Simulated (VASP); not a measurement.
# Na (C2/m) in VASP: single point with PBE

Aim: the single point of Na with PBE.

Everything below comes from runs of VASP 6.6.1. Logs are shortened: lines on timing, memory, paths and dates and some standing lists are left out, and cuts for length are marked.

### Step 1. The cell of the first run

Symmetry: C2/m, No. 12, monoclinic system. Conventional cell: a = 6.449 Å, b = 3.761 Å, c = 9.471 Å, α = 90.00°, β = 104.84°, γ = 90.00°. Within 4.9 Å of Na (site symmetry 2/m) lie 12 Na at 3.71 to 3.80 Å. Na (site symmetry m) has 12 Na at 3.71 to 3.80 Å within 4.9 Å.

### Step 2. Single point, PBE

Input file INCAR:

```
PREC = Accurate
ENCUT = 520
EDIFF = 1E-6
ISMEAR = 0
SIGMA = 0.1
LREAL = F
LASPH = T
NELM = 100
ALGO = Fast
ISIF = 2
LWAVE = F
LCHARG = F
GGA = PE
NBANDS = 18
ISYM = 0
```

Input file KPOINTS:

```
regular mesh
0
Gamma
  9 4 12
```

Input file POSCAR:

```
Na
1.0
    3.7613360301      0.0000000000      0.0000000000
    0.0000000000     10.0007888818      0.0000000000
    1.8806680150      1.2973603538      2.9519553110
Na
3
Direct
    0.0000000000      0.0000000000      0.0000000000
    0.4411856164      0.6666949405      0.1176287672
    0.5588143836      0.3333050595      0.8823712328
```

Potentials or basis: VASP PAW PBE potentials, release 64 (Na_pv).

On the command line:

```
cat potpaw_PBE.64/Na_pv/POTCAR > POTCAR
mpirun -np 1 vasp_std > vasp.out
```

OUTCAR:

```text
PREC = Accurate
   ENCUT = 520
   EDIFF = 1E-6
   ISMEAR = 0
   LREAL = F
   LASPH = T
   NELM = 100
   ISIF = 2
   GGA = PE
   ISYM = 0

 ion  position               nearest neighbor table
   1  0.000  0.000  0.000-
   2  0.441  0.667  0.118-
   3  0.559  0.333  0.882-

IMPORTANT INFORMATION: All symmetrisations will be switched off!
NOSYMM: (Re-)initialisation of all symmetry stuff for point group C_1.

----------------------------------------------------------------------------------------

                                     Primitive cell

  volume of cell :     111.0417

  direct lattice vectors                    reciprocal lattice vectors
     3.761336030  0.000000000  0.000000000     0.265862978  0.000000000 -0.169379258
     0.000000000 10.000788882  0.000000000     0.000000000  0.099992112 -0.043945720
     1.880668015  1.297360354  2.951955311     0.000000000  0.000000000  0.338758516

  length of vectors
     3.761336030 10.000788882  3.732840236     0.315233971  0.109222931  0.338758516

  position of ions in fractional coordinates (direct lattice)
     0.000000000  0.000000000  0.000000000
     0.441185616  0.666694941  0.117628767
     0.558814384  0.333305059  0.882371233

  ion indices of the primitive-cell ions
   primitive index   ion index
                 1           1
                 2           2
                 3           3

----------------------------------------------------------------------------------------

 KPOINTS: regular mesh

Automatic generation of k-mesh.
 Grid dimensions read from file:
 generate k-points for:    9    4   12

 Generating k-lattice:

  Cartesian coordinates                     Fractional coordinates (reciprocal lattice)
     0.029540331  0.000000000 -0.018819918     0.111111111  0.000000000  0.000000000
     0.000000000  0.024998028 -0.010986430     0.000000000  0.250000000  0.000000000
     0.000000000  0.000000000  0.028229876     0.000000000  0.000000000  0.083333333

  Length of vectors
     0.035025997  0.027305733  0.028229876

  Shift w.r.t. Gamma in fractional coordinates (k-lattice)
     0.000000000  0.000000000  0.000000000

 -----------------------------------------------------------------------------
|                                                                             |
|           W    W    AA    RRRRR   N    N  II  N    N   GGGG   !!!           |
|           W    W   A  A   R    R  NN   N  II  NN   N  G    G  !!!           |
|           W    W  A    A  R    R  N N  N  II  N N  N  G       !!!           |
|           W WW W  AAAAAA  RRRRR   N  N N  II  N  N N  G  GGG   !            |
|           WW  WW  A    A  R   R   N   NN  II  N   NN  G    G                |
|           W    W  A    A  R    R  N    N  II  N    N   GGGG   !!!           |
|                                                                             |
|     Your reciprocal lattice and k-lattice belong to different lattice       |
|     classes:                                                                |
|                                                                             |
|        The reciprocal lattice is base-centered monoclinic,                  |
|        whereas your k-lattice is triclinic.                                 |
|                                                                             |
|     Results are often still useful ...                                      |
|                                                                             |
 -----------------------------------------------------------------------------

 WARNING: IBZKPT: internal override: KBLOWUP is changed to .FALSE.
      ... skipping the blow-up phase ...

 Subroutine IBZKPT returns following result:
 ===========================================

 Found    218 irreducible k-points:

 Following reciprocal coordinates:
            Coordinates               Weight
  0.000000  0.000000  0.000000      1.000000
  0.111111  0.000000  0.000000      2.000000
  0.222222  0.000000  0.000000      2.000000
  0.333333  0.000000  0.000000      2.000000
  0.444444  0.000000  0.000000      2.000000
  0.000000  0.250000  0.000000      2.000000
[... 16 lines left out ...]
  0.333333  0.000000  0.083333      2.000000
  0.444444  0.000000  0.083333      2.000000
 [... further k-points ...]
   k-points           NKPTS =    218   k-points in BZ     NKDIM =    218   number of bands    NBANDS=     18
   number of dos      NEDOS =    301   number of ions     NIONS =      3
   total plane-waves  NPLWV =  62720
   dimension x,y,z NGX =    28 NGY =   80 NGZ =   28
   dimension x,y,z NGXF=    56 NGYF=  160 NGZF=   56
   ions per type =               3
   NGX,Y,Z   is equivalent  to a cutoff of  12.38, 13.30, 12.47 a.u.
   NGXF,Y,Z  is equivalent  to a cutoff of  24.75, 26.60, 24.94 a.u.
 SYSTEM =  unknown system
   PREC   = accura    normal or accurate (medium, high low for compatibility)
   ISTART =      0    job   : 0-new  1-cont  2-samecut
   ICHARG =      2    charge: 1-file 2-atom 10-const
   ISPIN  =      1    spin polarized calculation?
   LNONCOLLINEAR =      F non collinear calculations
   LSORBIT =      F    spin-orbit coupling
   LASPH  =      T    aspherical Exc in radial PAW
   ENCUT  =  520.0 eV  38.22 Ry    6.18 a.u.   6.99 18.59  6.94*2*pi/ulx,y,z
   NELM   =    100;   NELMIN=  2; NELMDL= -5     # of ELM steps
   EDIFF  = 0.1E-05   stopping-criterion for ELM
   LREAL  =      F    real-space projection
   EDIFFG = 0.1E-04   stopping-criterion for IOM
   NSW    =      0    number of steps for IOM
   IBRION =     -1    ionic relax: 0-MD 1-quasi-New 2-CG
   NFREE  =      0    steps in history (QN), initial steepest desc. (CG)
   ISIF   =      2    stress and relaxation
   ISYM   =      0    0-nonsym 1-usesym 2-fastsym
   POTIM  = 0.5000    time-step for ionic-motion
   TEBEG  =    0.0;   TEEND  =   0.0 temperature during run
   PSTRESS=    0.0 pullay stress
   NELECT =      21.0000    total number of electrons
   NUPDOWN=      -1.0000    fix difference up-down
   EMIN   =  10.00;   EMAX   =-10.00  energy-range for DOS
   EFERMI =   0.00;   METHOD = LEGACY
   ISMEAR =     0;   SIGMA  =   0.10  broadening in eV -4-tet -1-fermi 0-gaus
   EFERMI_NEDOS =   21; number of points for ismear=-14 and -15
   IALGO  =     68    algorithm
   IMIX   =      4    mixing-type and parameters
     AMIX     =   0.40;   BMIX     =  1.00
     AMIX_MAG =   1.60;   BMIX_MAG =  1.00
  volume/ion in A,a.u.               =      37.01       249.78
  Fermi-wavevector in a.u.,A,eV,Ry     =   0.939693  1.775762 12.014250  0.883022
  Thomas-Fermi vector in A             =   2.067030
   LORBIT       =      0    0 simple, 1 ext, 2 COOP (PROOUT), +10 PAW based schemes
   GGA     = PE    functional components
   LHFCALC =     F    Hartree Fock is set to
   AEXX    =    0.0000 exact exchange contribution
   IVDW    =     0    specifies the selected vdW correction
   LEPSILON=     F    determine dielectric tensor
   LRPA    =     F    only Hartree local field effects (RPA)
 non-spin polarized calculation
 RMM-DIIS sequential band-by-band and
 Gauss-broadening in eV      SIGMA  =   0.10
  energy-cutoff  :      520.00
  volume of cell :      111.04
 maximum number of plane-waves:      3021
   NGX = 13   NGY = 37   NGZ = 13

 number of electron      21.0000008 magnetization

 Free energy of the ion-electron system (eV)
  ---------------------------------------------------
  ext. energy  EPLUGINS =         0.00000000
  ---------------------------------------------------
  free energy    TOTEN  =        -3.94157086 eV

  energy without entropy =       -3.93526427  energy(sigma->0) =       -3.93841757

 E-fermi :   0.3681     XC(G=0):  -6.5056

 val. band max:        0.3525764809   @ k =   0.1111   0.2500   0.0000
 cond. band min:       0.3696755990   @ k =   0.4444   0.2500   0.0000
 fundamental gap:      0.0170991181
 Fermi energy:         0.3681209704

 k-point     1 :       0.0000    0.0000    0.0000
  band No.  band energies     occupation
      1     -24.5891      2.00000
      2     -24.5890      2.00000
      3     -24.5672      2.00000
      4     -24.5663      2.00000
      5     -24.5661      2.00000
      6     -24.5654      2.00000
[... 10 lines left out ...]
     17      10.5921      0.00000
     18      10.7307      0.00000

 k-point     2 :       0.1111    0.0000    0.0000
  band No.  band energies     occupation
      1     -24.5903      2.00000
      2     -24.5869      2.00000
      3     -24.5696      2.00000
      4     -24.5688      2.00000
      5     -24.5674      2.00000
      6     -24.5659      2.00000
[... 10 lines left out ...]
     17       9.4372      0.00000
     18       9.7905      0.00000

 k-point     3 :       0.2222    0.0000    0.0000
  band No.  band energies     occupation
      1     -24.5901      2.00000
      2     -24.5867      2.00000
      3     -24.5764      2.00000
      4     -24.5742      2.00000
      5     -24.5724      2.00000
      6     -24.5701      2.00000
[... 10 lines left out ...]
     17       8.4276      0.00000
     18       8.5092      0.00000

 k-point     4 :       0.3333    0.0000    0.0000
  band No.  band energies     occupation
      1     -24.5923      2.00000
      2     -24.5901      2.00000
      3     -24.5845      2.00000
      4     -24.5803      2.00000
      5     -24.5729      2.00000
      6     -24.5727      2.00000
[... 10 lines left out ...]
     17       7.0439      0.00000
     18       7.2305      0.00000

 k-point     5 :       0.4444    0.0000    0.0000
  band No.  band energies     occupation
      1     -24.5970      2.00000
      2     -24.5932      2.00000
      3     -24.5903      2.00000
      4     -24.5802      2.00000
      5     -24.5744      2.00000
      6     -24.5723      2.00000
[... 10 lines left out ...]
     17       6.0241      0.00000
     18       7.5763      0.00000

 k-point     6 :       0.0000    0.2500    0.0000
  band No.  band energies     occupation
      1     -24.5955      2.00000
      2     -24.5802      2.00000
      3     -24.5678      2.00000
      4     -24.5666      2.00000
      5     -24.5653      2.00000
      6     -24.5648      2.00000
[... 10 lines left out ...]
     17      10.4904      0.00000
     18      10.6833      0.00000

 k-point     7 :       0.1111    0.2500    0.0000
  band No.  band energies     occupation
      1     -24.5953      2.00000
      2     -24.5789      2.00000
      3     -24.5706      2.00000
      4     -24.5684      2.00000
      5     -24.5678      2.00000
      6     -24.5670      2.00000
[... 10 lines left out ...]
     17       9.3252      0.00000
     18       9.3691      0.00000

 k-point     8 :       0.2222    0.2500   -0.0000
  band No.  band energies     occupation
      1     -24.5924      2.00000
      2     -24.5823      2.00000
      3     -24.5782      2.00000
      4     -24.5762      2.00000
      5     -24.5704      2.00000
      6     -24.5690      2.00000
[... 10 lines left out ...]
     17       7.8134      0.00000
     18       8.4634      0.00000
[... 229 lines left out ...]
     17       7.0530      0.00000
     18       7.5501      0.00000

 k-point    20 :       0.0000    0.0000    0.0833
  band No.  band energies     occupation
      1     -24.5913      2.00000
      2     -24.5859      2.00000
      3     -24.5683      2.00000
      4     -24.5678      2.00000
      5     -24.5666      2.00000
      6     -24.5662      2.00000
[... 10 lines left out ...]
     17       9.8212      0.00000
     18       9.8677      0.00000

 k-point    21 :       0.1111    0.0000    0.0833
  band No.  band energies     occupation
      1     -24.5896      2.00000
      2     -24.5878      2.00000
      3     -24.5691      2.00000
      4     -24.5683      2.00000
      5     -24.5672      2.00000
      6     -24.5660      2.00000
[... 10 lines left out ...]
     17       9.2648      0.00000
     18       9.8817      0.00000

 k-point    22 :       0.2222    0.0000    0.0833
  band No.  band energies     occupation
      1     -24.5889      2.00000
      2     -24.5877      2.00000
      3     -24.5732      2.00000
      4     -24.5727      2.00000
      5     -24.5719      2.00000
      6     -24.5683      2.00000
[... 10 lines left out ...]
     17       7.5427      0.00000
     18       8.2654      0.00000

 k-point    23 :       0.3333    0.0000    0.0833
  band No.  band energies     occupation
      1     -24.5905      2.00000
      2     -24.5893      2.00000
      3     -24.5811      2.00000
      4     -24.5776      2.00000
      5     -24.5744      2.00000
      6     -24.5718      2.00000
[... 10 lines left out ...]
     17       6.6328      0.00000
     18       7.6278      0.00000

 k-point    24 :       0.4444    0.0000    0.0833
  band No.  band energies     occupation
      1     -24.5951      2.00000
      2     -24.5923      2.00000
      3     -24.5881      2.00000
      4     -24.5793      2.00000
      5     -24.5745      2.00000
      6     -24.5734      2.00000
[... 10 lines left out ...]
     17       5.9094      0.00000
     18       6.9585      0.00000

 [... further k-points ...]

------------------------ aborting loop because EDIFF is reached ----------------------------------------

  FORCE on cell =-STRESS in cart. coord.  units (eV):
  Direction    XX          YY          ZZ          XY          YZ          ZX
  --------------------------------------------------------------------------------------
  -------------------------------------------------------------------------------------
  Total       -0.0391440      0.0098629      0.0267412      0.0221516     -0.0318708      0.0573390
  in kB       -0.5647941      0.1423081      0.3858381      0.3196166     -0.4598507      0.8273226
  external PRESSURE =      -0.0122160 kB  Pullay stress =       0.0000000 kB

 VOLUME and BASIS-vectors are now :
 -----------------------------------------------------------------------------
  energy-cutoff  :      520.00
  volume of cell :      111.04
      direct lattice vectors                 reciprocal lattice vectors
     3.761336030  0.000000000  0.000000000     0.265862978  0.000000000 -0.169379258
     0.000000000 10.000788882  0.000000000     0.000000000  0.099992112 -0.043945720
     1.880668015  1.297360354  2.951955311     0.000000000  0.000000000  0.338758516

 POSITION                                       TOTAL-FORCE (eV/Angst)
 -----------------------------------------------------------------------------------
      0.00000      0.00000      0.00000         0.000020     -0.000010     -0.000040
      1.88067      6.82008      0.34723         0.000051     -0.000091      0.000018
      3.76134      4.47807      2.60472        -0.000071      0.000101      0.000022
 -----------------------------------------------------------------------------------
    total drift:                                0.000007     -0.000003     -0.000086

  FREE ENERGIE OF THE ION-ELECTRON SYSTEM (eV)
  ---------------------------------------------------
  free  energy   TOTEN  =        -3.9415708633 eV

  energy  without entropy=       -3.9352642685  energy(sigma->0) =       -3.93841757
```

Run time: 9.3 min. Hardware: 1 thread of AMD EPYC 7R13, shared host; peak memory 0.45 GiB.

What came out:

| Item | Value |
| --- | --- |
| Free energy | -3.9416 eV |
| Pressure | 0.0 GPa |
| Band gap on the k mesh | zero (an odd number of electrons rules out a gap without spin polarisation) |

Levels at points of the mesh, in eV from the Fermi level:
```
           k point  band 9  band 10  band 11  band 12  band 13  band 14
(0.00, 0.00, 0.00)  -24.93    -3.32    -1.49    -1.49     3.74     3.74
(0.00, 0.50, 0.00)  -24.93    -2.86    -2.85     0.53     0.93     7.44
(0.00, 0.00, 0.50)  -24.94     0.48     0.58     0.82     1.20     3.47
(0.00, 0.50, 0.50)  -24.94     0.26     0.38     1.41     1.87     2.44
```
